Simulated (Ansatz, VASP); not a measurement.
**Two plane-wave programs on BAs**

```
CELL_PARAMETERS angstrom
0.00000 2.38850 2.38850
2.43627 0.00000 2.38850
2.43627 2.38850 0.00000
ATOMIC_POSITIONS crystal
B 0.00000 0.00000 0.00000
As 0.75000 0.75000 0.75000
```

Change from the starting cell: strain +0.0200 x Voigt [1, 0, 0, 0, 0, 0], atoms carried along.

Alike in both runs: task single point; functional LDA; k mesh 10 × 10 × 10; occupations fermi-dirac, width 0.2 eV; no spin polarisation.

|  | VASP | Ansatz |
| --- | --- | --- |
| version | VASP 6.6.1 | Ansatz 0.2.0 |
| potentials or method | VASP PAW LDA potentials, release 64 (B, As), cutoff 500 eV | scalar-relativistic, plane waves, PAW |
| valence electrons in the cell | 8 | 18 |

Ansatz gave:

```
gap on the k mesh at the Fermi level (eV)                     : 1.00
least direct gap on the mesh (eV)                             : 3.12
pressure (GPa)                                                : -6.4
traceless stress, the component that is largest in VASP (GPa) : -2.75
```

**Question.** Estimate VASP's values.

**Answer.** gap on the k mesh at the Fermi level (eV): 0.99; least direct gap on the mesh (eV): 3.12; pressure (GPa): -5.6; traceless stress, the component that is largest in VASP (GPa): -2.73.

LDA's correlation is that of Perdew and Zunger in VASP and of Perdew and Wang (1992) in Ansatz. VASP's potentials hold 8 valence electrons a cell and Ansatz's 18, so a difference there can come from the potentials and not from the codes.
